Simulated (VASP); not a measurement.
## BaTe (zincblende type): electric field gradients with PBE

Crystal: BaTe (zincblende type).

```xyz
2
Lattice="0.0000 3.9680 3.9680 3.9680 0.0000 3.9680 3.9680 3.9680 0.0000" Properties=species:S:1:pos:R:3 pbc="T T T"
Ba    0.0000    0.0000    0.0000
Te    1.9840    1.9840    1.9840
```

* Program: VASP 6.6.1
* Task: electric field gradients
* Functional: PBE
* Potentials or basis: VASP PAW PBE potentials, release 64 (Ba_sv, Te)
* Cutoff: 520 eV
* k mesh: 11 × 11 × 11
* Occupations: fermi-dirac, width 0.05 eV
* Spin: no spin polarisation
* Dipole correction: no
* Further INCAR settings: ALGO = Normal; EDIFF = 1e-08; NBANDS = 15

The pressure is -0.5 GPa. The band gap on the k mesh is 2.53 eV (least direct gap 2.91 eV) and the largest electric field gradient by atom is under 0.05 V/Å² on every atom.

Levels at points of the mesh, in eV from the valence-band top:
```tsv
k point	band 5	band 6	band 7	band 8	band 9	band 10	band 11	band 12
(0.00, 0.00, 0.00)	-8.66	-0.37	-0.37	-0.37	2.53	4.09	4.09	5.96
```

It took 67 s on 1 thread of Intel(R) Xeon(R) 6975P-C (Granite Rapids) (shared host), peak memory 0.32 GiB.

Caveat: spin-orbit coupling is left out, which moves the levels of the heavy elements; an odd mesh through Γ misses points on the zone boundary, where band edges can lie.
